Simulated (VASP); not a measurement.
Input of a VASP 6.6.1 run:

Contents of INCAR:

```
  ALGO = Normal
  EDIFF = 1E-7
  ENCUT = 520
  GGA = PE
  ISIF = 2
  ISMEAR = -1
  LASPH = T
  LCHARG = F
  LREAL = F
  LWAVE = F
  NBANDS = 16
  NELM = 60
  PREC = Accurate
  SIGMA = 0.03
```

Contents of KPOINTS:

```
k-points
0
Gamma
  6 6 5
```

Contents of POSCAR:

```
Se
1.0
    4.3807057031      0.0000000000      0.0000000000
   -2.1903528516      3.7938024255      0.0000000000
    0.0000000000      0.0000000000      4.9700572638
Se
3
Direct
    0.2254000000      0.0000000000      0.3333333333
    0.0000000000      0.2254000000      0.6666666667
    0.7746000000      0.7746000000      0.0000000000
```

Potentials or basis: VASP PAW PBE potentials, release 64 (Se).

Launch:

```bash
$ cat potpaw_PBE.64/Se/POTCAR > POTCAR
$ mpirun -np 1 vasp_std > vasp.out
```

What does it give for the band gap on the k mesh?

1.32 eV (least direct gap 1.49 eV).

What does it give for the pressure?

2.3 GPa.

What does it give for the largest force?

0.327 eV/Å.

Forces in eV/Å, atoms in the order of the input:
```
Se   0.327  0.000  0.000
Se  -0.164  0.284  0.000
Se  -0.164 -0.284  0.000
```

A k mesh can miss the band edges.
